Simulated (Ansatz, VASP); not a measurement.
# AlAs: VASP beside Ansatz

The input INCAR:

```
SYSTEM = AlAs
ALGO = Normal
EDIFF = 1E-6
ENCUT = 500
GGA = PS
GGA_COMPAT = .FALSE.
ISIF = 2
ISMEAR = 0
LASPH = .TRUE.
LCHARG = .FALSE.
LREAL = .FALSE.
LWAVE = .FALSE.
NBANDS = 11
NELM = 120
PREC = Accurate
SIGMA = 0.02
```

The input KPOINTS:

```
k-points
0
G
  8 8 8
  0 0 0
```

Contents of POSCAR:

```
AlAs
1.0
    0.0000000000      2.8373087723      2.8373087723
    2.8373087723      0.0000000000      2.8373087723
    2.8373087723      2.8373087723      0.0000000000
Al As
1 1
Direct
    0.0000000000      0.0000000000      0.0000000000
    0.2500000000      0.2500000000      0.2500000000
```

Input for Ansatz:

```yaml
crystal:
  lattice:
    - [0.0, 2.8373087723, 2.8373087723]
    - [2.8373087723, 0.0, 2.8373087723]
    - [2.8373087723, 2.8373087723, 0.0]
  atoms:
    - { symbol: Al, position: [0.0, 0.0, 0.0] }
    - { symbol: As, position: [0.25, 0.25, 0.25] }
basis:
  ecutwfc: 600.0
kpoints:
  mp_grid: { grid: [8, 8, 8] }
hamiltonian:
  xc: pbesol
  pseudopotentials: { kind: paw, azcp: { folder: soft_1 } }
scf:
  occupations: { method: gaussian, width: 0.02 }
output:
  forces: true
  stress: true
  eigenvalues: true
```

Alike in both runs: task single point; functional PBEsol; k mesh 8 × 8 × 8; occupations gaussian, width 0.02 eV; no spin polarisation.

|  | VASP | Ansatz |
| --- | --- | --- |
| version | VASP 6.6.1 | Ansatz 0.2.0 |
| potentials or method | VASP PAW PBE potentials, release 64 (Al, As), cutoff 500 eV | scalar-relativistic, plane waves, PAW |
| valence electrons in the cell | 8 | 18 |

```tsv
	VASP	Ansatz	Ansatz less VASP
gap on the k mesh at the Fermi level (eV)	1.33	1.34	+0.012
least direct gap on the mesh (eV)	1.92	1.91	-0.014
pressure (GPa)	0.3	0.0	-0.28
```

VASP's potentials were made for PBE, not for PBEsol, and Ansatz warns of the same on its side. VASP's potentials hold 8 valence electrons a cell and Ansatz's 18, so a difference there can come from the potentials and not from the codes.
